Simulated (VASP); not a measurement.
# SbS2 (Im-3m) in VASP: single point with PBE

Aim: the single point of SbS2 with PBE.

All numbers are computed with VASP 6.6.1; they aren't measurements. Logs are shortened: lines on timing, memory, paths and dates and some standing lists are left out, and cuts for length are marked.

**1. The cell of the first run**

The structure is cubic, space group Im-3m (No. 229). The conventional cell has a = 14.101 Å, b = 14.101 Å, c = 14.101 Å, α = 90.00°, β = 90.00°, γ = 90.00°. Within 3.3 Å of Sb (site symmetry -4m2) lie 4 S at 2.51 Å. Within 3.3 Å of S (site symmetry mm2) lie 2 Sb at 2.51 Å and 2 S at 3.07 Å.

**2. Single point, PBE**

Input file INCAR:

```
PREC     = Accurate       # precision mode
ENCUT    = 520            # plane-wave cutoff, eV
EDIFF    = 1E-7           # SCF threshold, eV
ISMEAR   = 0              # smearing method
SIGMA    = 0.1            # smearing width, eV
LREAL    = Auto         
LASPH    = True           # aspherical terms in the spheres
NELM     = 100            # most SCF steps
ALGO     = Normal         # electronic algorithm
ISIF     = 2              # what is computed and relaxed
LWAVE    = False          # write WAVECAR
LCHARG   = False          # write CHGCAR
GGA      = PE             # functional
NBANDS   = 66             # bands
```

Input file KPOINTS:

```
Automatic mesh
0
Gamma
  4 4 4
```

Input file POSCAR:

```
SbS2
1.0
   -7.0504130294      7.0504130294      7.0504130294
    7.0504130294     -7.0504130294      7.0504130294
    7.0504130294      7.0504130294     -7.0504130294
Sb S
6 12
Direct
    0.7500000000      0.2500000000      0.5000000000
    0.2500000000      0.7500000000      0.5000000000
    0.5000000000      0.2500000000      0.7500000000
    0.7500000000      0.5000000000      0.2500000000
    0.5000000000      0.7500000000      0.2500000000
    0.2500000000      0.5000000000      0.7500000000
    0.6088006116      0.2176012232      0.6088006116
    0.7823987768      0.3911993884      0.3911993884
    0.6088006116      0.0000000000      0.3911993884
    0.0000000000      0.3911993884      0.6088006116
    0.3911993884      0.0000000000      0.6088006116
    0.0000000000      0.6088006116      0.3911993884
    0.3911993884      0.7823987768      0.3911993884
    0.2176012232      0.6088006116      0.6088006116
    0.6088006116      0.3911993884      0.0000000000
    0.3911993884      0.3911993884      0.7823987768
    0.6088006116      0.6088006116      0.2176012232
    0.3911993884      0.6088006116      0.0000000000
```

Potentials or basis: VASP PAW PBE potentials, release 64 (Sb, S).

Command:

```
$ cat potpaw_PBE.64/Sb/POTCAR potpaw_PBE.64/S/POTCAR > POTCAR
$ mpirun -np 1 vasp_std > vasp.out
```

OUTCAR:

```text
PREC = Accurate
   ENCUT = 520
   EDIFF = 1E-7
   ISMEAR = 0
   LREAL = Auto
   LASPH = True
   NELM = 100
   ISIF = 2
   GGA = PE

 ion  position               nearest neighbor table
   1  0.750  0.250  0.500-   9 2.51  10 2.51   7 2.51   8 2.51
   2  0.250  0.750  0.500-  11 2.51  12 2.51  13 2.51  14 2.51
   3  0.500  0.250  0.750-  11 2.51  15 2.51   7 2.51  16 2.51
   4  0.750  0.500  0.250-  12 2.51  15 2.51   8 2.51  17 2.51
   5  0.500  0.750  0.250-   9 2.51  18 2.51  17 2.51  13 2.51
   6  0.250  0.500  0.750-  10 2.51  18 2.51  16 2.51  14 2.51
   7  0.609  0.218  0.609-   1 2.51   3 2.51
   8  0.782  0.391  0.391-   1 2.51   4 2.51
   9  0.609  0.000  0.391-   1 2.51   5 2.51
  10  0.000  0.391  0.609-   1 2.51   6 2.51
  11  0.391  0.000  0.609-   2 2.51   3 2.51
  12  0.000  0.609  0.391-   2 2.51   4 2.51
  13  0.391  0.782  0.391-   2 2.51   5 2.51
  14  0.218  0.609  0.609-   2 2.51   6 2.51
  15  0.609  0.391  0.000-   3 2.51   4 2.51
  16  0.391  0.391  0.782-   3 2.51   6 2.51
  17  0.609  0.609  0.218-   4 2.51   5 2.51
  18  0.391  0.609  0.000-   5 2.51   6 2.51

  LATTYP: Found a body centered cubic cell.
 ALAT       =    14.1008260588

  Lattice vectors:

 A1 = (  -7.0504130294,   7.0504130294,   7.0504130294)
 A2 = (   7.0504130294,  -7.0504130294,   7.0504130294)
 A3 = (   7.0504130294,   7.0504130294,  -7.0504130294)

Analysis of symmetry for initial positions (statically):
=====================================================================
 Subroutine PRICEL returns:
 Original cell was already a primitive cell.

 Routine SETGRP: Setting up the symmetry group for a
 body centered cubic supercell.

 Subroutine GETGRP returns: Found 48 space group operations
 (whereof 48 operations were pure point group operations)
 out of a pool of 48 trial point group operations.

The static configuration has the point symmetry O_h .

Analysis of symmetry for dynamics (positions and initial velocities):
=====================================================================
 Subroutine PRICEL returns:
 Original cell was already a primitive cell.

 Routine SETGRP: Setting up the symmetry group for a
 body centered cubic supercell.

 Subroutine GETGRP returns: Found 48 space group operations
 (whereof 48 operations were pure point group operations)
 out of a pool of 48 trial point group operations.

The dynamic configuration has the point symmetry O_h .

 Subroutine INISYM returns: Found 48 space group operations
 (whereof 48 operations are pure point group operations),
 and found     1 'primitive' translations

----------------------------------------------------------------------------------------

                                     Primitive cell

  volume of cell :    1401.8569

  direct lattice vectors                    reciprocal lattice vectors
    -7.050413029  7.050413029  7.050413029     0.000000000  0.070917831  0.070917831
     7.050413029 -7.050413029  7.050413029     0.070917831  0.000000000  0.070917831
     7.050413029  7.050413029 -7.050413029     0.070917831  0.070917831  0.000000000

  length of vectors
    12.211673581 12.211673581 12.211673581     0.100292958  0.100292958  0.100292958

  position of ions in fractional coordinates (direct lattice)
     0.750000000  0.250000000  0.500000000
     0.250000000  0.750000000  0.500000000
     0.500000000  0.250000000  0.750000000
     0.750000000  0.500000000  0.250000000
     0.500000000  0.750000000  0.250000000
     0.250000000  0.500000000  0.750000000
[... 10 lines left out ...]
     0.608800612  0.608800612  0.217601223
     0.391199388  0.608800612  0.000000000

  ion indices of the primitive-cell ions
   primitive index   ion index
                 1           1
                 2           2
                 3           3
                 4           4
                 5           5
                 6           6
[... 10 lines left out ...]
                17          17
                18          18

----------------------------------------------------------------------------------------

 KPOINTS: Automatic mesh

Automatic generation of k-mesh.
 Grid dimensions read from file:
 generate k-points for:    4    4    4

 Generating k-lattice:

  Cartesian coordinates                     Fractional coordinates (reciprocal lattice)
     0.000000000  0.017729458  0.017729458     0.250000000  0.000000000  0.000000000
     0.017729458  0.000000000  0.017729458     0.000000000  0.250000000  0.000000000
     0.017729458  0.017729458  0.000000000     0.000000000  0.000000000  0.250000000

  Length of vectors
     0.025073240  0.025073240  0.025073240

  Shift w.r.t. Gamma in fractional coordinates (k-lattice)
     0.000000000  0.000000000  0.000000000

 Subroutine IBZKPT returns following result:
 ===========================================

 Found      8 irreducible k-points:

 Following reciprocal coordinates:
            Coordinates               Weight
  0.000000  0.000000  0.000000      1.000000
  0.250000  0.000000  0.000000     12.000000
  0.500000  0.000000  0.000000      6.000000
  0.250000  0.250000  0.000000     24.000000
  0.250000  0.250000  0.250000      2.000000
 -0.250000  0.250000  0.250000      6.000000
  0.500000  0.500000  0.250000     12.000000
  0.500000  0.500000  0.500000      1.000000
   k-points           NKPTS =      8   k-points in BZ     NKDIM =      8   number of bands    NBANDS=     66
   number of dos      NEDOS =    301   number of ions     NIONS =     18
   total plane-waves  NPLWV = 884736
   dimension x,y,z NGX =    96 NGY =   96 NGZ =   96
   dimension x,y,z NGXF=   192 NGYF=  192 NGZF=  192
   ions per type =               6  12
   NGX,Y,Z   is equivalent  to a cutoff of  13.07, 13.07, 13.07 a.u.
   NGXF,Y,Z  is equivalent  to a cutoff of  26.14, 26.14, 26.14 a.u.
 SYSTEM =  unknown system
   PREC   = accura    normal or accurate (medium, high low for compatibility)
   ISTART =      0    job   : 0-new  1-cont  2-samecut
   ICHARG =      2    charge: 1-file 2-atom 10-const
   ISPIN  =      1    spin polarized calculation?
   LNONCOLLINEAR =      F non collinear calculations
   LSORBIT =      F    spin-orbit coupling
   LASPH  =      T    aspherical Exc in radial PAW
   ENCUT  =  520.0 eV  38.22 Ry    6.18 a.u.  22.71 22.71 22.71*2*pi/ulx,y,z
   NELM   =    100;   NELMIN=  2; NELMDL= -5     # of ELM steps
   EDIFF  = 0.1E-06   stopping-criterion for ELM
   LREAL  =      T    real-space projection
   EDIFFG = 0.1E-05   stopping-criterion for IOM
   NSW    =      0    number of steps for IOM
   IBRION =     -1    ionic relax: 0-MD 1-quasi-New 2-CG
   NFREE  =      0    steps in history (QN), initial steepest desc. (CG)
   ISIF   =      2    stress and relaxation
   ISYM   =      2    0-nonsym 1-usesym 2-fastsym
   POTIM  = 0.5000    time-step for ionic-motion
   TEBEG  =    0.0;   TEEND  =   0.0 temperature during run
   PSTRESS=    0.0 pullay stress
   NELECT =     102.0000    total number of electrons
   NUPDOWN=      -1.0000    fix difference up-down
   EMIN   =  10.00;   EMAX   =-10.00  energy-range for DOS
   EFERMI =   0.00;   METHOD = LEGACY
   ISMEAR =     0;   SIGMA  =   0.10  broadening in eV -4-tet -1-fermi 0-gaus
   EFERMI_NEDOS =   21; number of points for ismear=-14 and -15
   IALGO  =     38    algorithm
   IMIX   =      4    mixing-type and parameters
     AMIX     =   0.40;   BMIX     =  1.00
     AMIX_MAG =   1.60;   BMIX_MAG =  1.00
  volume/ion in A,a.u.               =      77.88       525.57
  Fermi-wavevector in a.u.,A,eV,Ry     =   0.683450  1.291534  6.355342  0.467104
  Thomas-Fermi vector in A             =   1.762818
   LORBIT       =      0    0 simple, 1 ext, 2 COOP (PROOUT), +10 PAW based schemes
   GGA     = PE    functional components
   LHFCALC =     F    Hartree Fock is set to
   AEXX    =    0.0000 exact exchange contribution
   IVDW    =     0    specifies the selected vdW correction
   LEPSILON=     F    determine dielectric tensor
   LRPA    =     F    only Hartree local field effects (RPA)
 non-spin polarized calculation
 Gauss-broadening in eV      SIGMA  =   0.10
  energy-cutoff  :      520.00
  volume of cell :     1401.86
 maximum number of plane-waves:     37863
 NGX is ok and might be reduce to    96
   NGX = 45   NGY = 45   NGZ = 45

 number of electron     102.0000013 magnetization

 Free energy of the ion-electron system (eV)
  ---------------------------------------------------
  ext. energy  EPLUGINS =         0.00000000
  ---------------------------------------------------
  free energy    TOTEN  =       -67.63713594 eV

  energy without entropy =      -67.61332901  energy(sigma->0) =      -67.62523248

 E-fermi :  -2.1292     XC(G=0):  -4.0702

 val. band max:       -2.1497942310   @ k =   0.0000   0.0000   0.0000
 cond. band min:      -2.0510045264   @ k =   0.2500   0.0000   0.0000
 fundamental gap:      0.0987897046
 Fermi energy:        -2.1291864580

 k-point     1 :       0.0000    0.0000    0.0000
  band No.  band energies     occupation
      1     -16.0430      2.00000
      2     -15.4194      2.00000
      3     -15.4194      2.00000
      4     -15.3175      2.00000
      5     -15.3175      2.00000
      6     -15.3175      2.00000
[... 55 lines left out ...]
     62       0.1452      0.00000
     63       0.1452      0.00000

 k-point     2 :       0.2500    0.0000    0.0000
  band No.  band energies     occupation
      1     -16.0012      2.00000
      2     -15.6391      2.00000
      3     -15.5103      2.00000
      4     -15.3175      2.00000
      5     -15.1587      2.00000
      6     -15.0724      2.00000
[... 55 lines left out ...]
     62       0.2634      0.00000
     63       0.2791      0.00000

 k-point     3 :       0.5000    0.0000    0.0000
  band No.  band energies     occupation
      1     -15.9177      2.00000
      2     -15.7991      2.00000
      3     -15.5541      2.00000
      4     -15.3175      2.00000
      5     -15.0007      2.00000
      6     -14.8800      2.00000
[... 319 lines left out ...]
     62       0.4217      0.00000
     63       0.5592      0.00000

 k-point     8 :       0.5000    0.5000    0.5000
  band No.  band energies     occupation
      1     -15.8721      2.00000
      2     -15.8721      2.00000
      3     -15.3176      2.00000
      4     -15.3176      2.00000
      5     -15.3176      2.00000
      6     -15.0688      2.00000
[... 55 lines left out ...]
     62       0.8172      0.00000
     63       0.8172      0.00000
 [bands above 63 left out]

------------------------ aborting loop because EDIFF is reached ----------------------------------------

  FORCE on cell =-STRESS in cart. coord.  units (eV):
  Direction    XX          YY          ZZ          XY          YZ          ZX
  --------------------------------------------------------------------------------------
  -------------------------------------------------------------------------------------
  Total       -0.0323457     -0.0323457     -0.0323457      0.0000000      0.0000000      0.0000000
  in kB       -0.0369678     -0.0369678     -0.0369678      0.0000000      0.0000000      0.0000000
  external PRESSURE =      -0.0369678 kB  Pullay stress =       0.0000000 kB

 VOLUME and BASIS-vectors are now :
 -----------------------------------------------------------------------------
  energy-cutoff  :      520.00
  volume of cell :     1401.86
      direct lattice vectors                 reciprocal lattice vectors
    -7.050413029  7.050413029  7.050413029     0.000000000  0.070917831  0.070917831
     7.050413029 -7.050413029  7.050413029     0.070917831  0.000000000  0.070917831
     7.050413029  7.050413029 -7.050413029     0.070917831  0.070917831  0.000000000

 POSITION                                       TOTAL-FORCE (eV/Angst)
 -----------------------------------------------------------------------------------
     -0.00000      7.05041      3.52521        -0.000000     -0.000000      0.000000
      7.05041     -0.00000      3.52521        -0.000000     -0.000000      0.000000
      3.52521      7.05041      0.00000        -0.000000     -0.000000      0.000000
     -0.00000      3.52521      7.05041        -0.000000     -0.000000      0.000000
      3.52521     -0.00000      7.05041        -0.000000     -0.000000      0.000000
      7.05041      3.52521      0.00000        -0.000000     -0.000000      0.000000
[... 10 lines left out ...]
      1.53418      1.53418      7.05041        -0.006076     -0.006076      0.000000
      1.53418     -1.53418      7.05041        -0.006076      0.006076      0.000000
 -----------------------------------------------------------------------------------
    total drift:                                0.000000      0.000000     -0.000000

  FREE ENERGIE OF THE ION-ELECTRON SYSTEM (eV)
  ---------------------------------------------------
  free  energy   TOTEN  =       -67.6371359416 eV

  energy  without entropy=      -67.6133290099  energy(sigma->0) =      -67.62523248
```

Run time: 33 min. Hardware: 1 thread of AMD EPYC 7R43 (Zen 3), shared host; peak memory 1.6 GiB.

Results:

- Free energy: -67.6371 eV
- Pressure: 0.0 GPa
- Largest force: 0.009 eV/Å
- Band gap on the k mesh: zero (band 51 reaches -1.81 eV, above the bottom of band 52 at -2.15 eV)

Forces on the atoms (eV/Å):
```
Sb   0.000  0.000  0.000
Sb   0.000  0.000  0.000
Sb   0.000  0.000  0.000
Sb   0.000  0.000  0.000
Sb   0.000  0.000  0.000
Sb   0.000  0.000  0.000
S   -0.006  0.000 -0.006
S    0.000  0.006  0.006
S    0.006  0.000 -0.006
S    0.000 -0.006  0.006
S   -0.006  0.000  0.006
S    0.000  0.006 -0.006
S    0.006  0.000  0.006
S    0.000 -0.006 -0.006
S    0.006 -0.006  0.000
S    0.006  0.006  0.000
S   -0.006 -0.006  0.000
S   -0.006  0.006  0.000
```

Levels at points of the mesh, in eV from the Fermi level:
```csv
k point,band 47,band 48,band 49,band 50,band 51,band 52,band 53,band 54,band 55,band 56
"(0.00, 0.00, 0.00)",-1.14,-0.91,-0.71,-0.71,-0.71,-0.02,-0.02,-0.02,1.67,1.67
"(0.50, 0.00, 0.00)",-0.97,-0.89,-0.78,-0.66,-0.51,0.21,0.25,0.37,0.95,1.28
"(0.50, 0.50, 0.50)",-0.99,-0.66,-0.66,-0.66,0.32,0.32,0.32,0.48,0.48,0.48
```

Caveat: spin-orbit coupling is left out, which moves the levels of the heavy elements.
